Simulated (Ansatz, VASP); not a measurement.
**CuI in VASP and in Ansatz**

File INCAR:

```
SYSTEM = CuI
PREC = Accurate
ENCUT = 520
EDIFF = 1E-6
ISMEAR = 0
SIGMA = 0.01
LREAL = .False.
LASPH = .True.
NELM = 80
ALGO = Normal
ISIF = 2
LWAVE = .False.
LCHARG = .False.
GGA = CA
NBANDS = 26
```

KPOINTS

```
regular mesh
0
Gamma
  6 6 6
  0 0 0
```

The input POSCAR:

```
CuI
1.0
    3.5037406371     -3.5931478134      0.0000000000
    3.5037406371      3.5931478134      0.0000000000
    0.0000000000      0.0000000000      4.3220123888
Cu I
2 2
Direct
    0.4168023173      0.5831976827      0.7500000000
    0.5831976827      0.4168023173      0.2500000000
    0.7779473852      0.2220526148      0.7500000000
    0.2220526148      0.7779473852      0.2500000000
```

Input for Ansatz:

```yaml
crystal:
  lattice:
    - [3.5037406371, -3.5931478134, 0.0]
    - [3.5037406371, 3.5931478134, 0.0]
    - [0.0, 0.0, 4.3220123888]
  atoms:
    - { symbol: Cu, position: [0.4168023173, 0.5831976827, 0.75] }
    - { symbol: Cu, position: [0.5831976827, 0.4168023173, 0.25] }
    - { symbol: I, position: [0.7779473852, 0.2220526148, 0.75] }
    - { symbol: I, position: [0.2220526148, 0.7779473852, 0.25] }
kpoints:
  mp_grid: { grid: [6, 6, 6] }
  band_path:
    path:
      - [0.0, 0.0, 0.0]
      - [-0.5, 0.5, 0.0]
      - [-0.487713443, 0.512286557, 0.0]
      - [0.487713443, 0.487713443, 0.0]
      - [0.0, 0.0, 0.5]
      - [0.487713443, 0.487713443, 0.5]
      - [-0.487713443, 0.512286557, 0.5]
      - [-0.5, 0.5, 0.5]
      - [0.0, 0.5, 0.0]
    npoints: 1
hamiltonian:
  xc: lda
scf:
  occupations: { method: fixed }
  n_extra_bands: 5
output:
  forces: true
  stress: true
  eigenvalues: true
```

Alike in both runs: task single point; functional LDA; k mesh 6 × 6 × 6; no spin polarisation.

|  | VASP | Ansatz |
| --- | --- | --- |
| version | VASP 6.6.1 | Ansatz 0.2.0 |
| potentials or method | VASP PAW LDA potentials, release 64 (Cu, I) | plane waves, PAW |
| plane-wave cutoff (eV) | 520 | 420 |
| occupations | gaussian, width 0.01 eV | fixed |
| valence electrons in the cell | 36 | 72 |

VASP gave:

```
gap on the k mesh at the Fermi level (eV)                     : 0.83
pressure (GPa)                                                : -2.7
traceless stress, the component that is largest in VASP (GPa) : 1.67
rms of the force components (eV/Å)                            : 0.132
```

Q: Which values does Ansatz return?

A: gap on the k mesh at the Fermi level (eV): 0.79; pressure (GPa): -2.8; traceless stress, the component that is largest in VASP (GPa): 1.79; rms of the force components (eV/Å): 0.138.

LDA's correlation is that of Perdew and Zunger in VASP and of Perdew and Wang (1992) in Ansatz. Atom by atom the forces differ by 0.010 eV/Å (rms over components). VASP's potentials hold 36 valence electrons a cell and Ansatz's 72, so a difference there can come from the potentials and not from the codes.

Spin-orbit coupling is off throughout.
